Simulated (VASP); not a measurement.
Runs of VASP 6.6.1 on Pt. The structure is that of space group Fm-3m (No. 225), or close to it. The cells are those of the table. 

| task | cell | cutoff (eV) | smearing | gap on the mesh (eV) | pressure (GPa) | relaxed volume (Å³/atom) |
| --- | --- | --- | --- | --- | --- | --- |
| relaxation of cell and atoms | relaxed from a = 2.770 Å, angles 60.0°, 1 atom | 600 | fermi-dirac 0.15 eV | none | 0.0 | 15.06 |
| relaxation of cell and atoms | relaxed from a = 2.788 Å, angles 60.0°, 1 atom | 600 | gaussian 0.1 eV | none | 0.0 | (a) |
| single point | a = 2.773 Å, angles 60.0°, 1 atom | 520 | fermi-dirac 0.15 eV | none | -0.4 | - |
| single point | a = 2.770 Å, angles 60.0°, 1 atom | 520 | gaussian 0.1 eV | none | -0.4 | - |

Alike in all rows: level PBEsol; potentials or basis VASP PAW PBE potentials, release 64 (Pt); no spin polarisation; k mesh 16 × 16 × 16.

Task: Estimate the missing entries.

Result: (a) 15.02.

Caveats: the PAW data sets were made with another functional, which shifts forces and pressure a little; spin-orbit coupling is left out, which moves the levels of the heavy elements.

A k mesh can miss the band edges, and the runs leave out spin-orbit coupling on Pt.

A gap of «none» marks levels without a gap at the run's occupations.
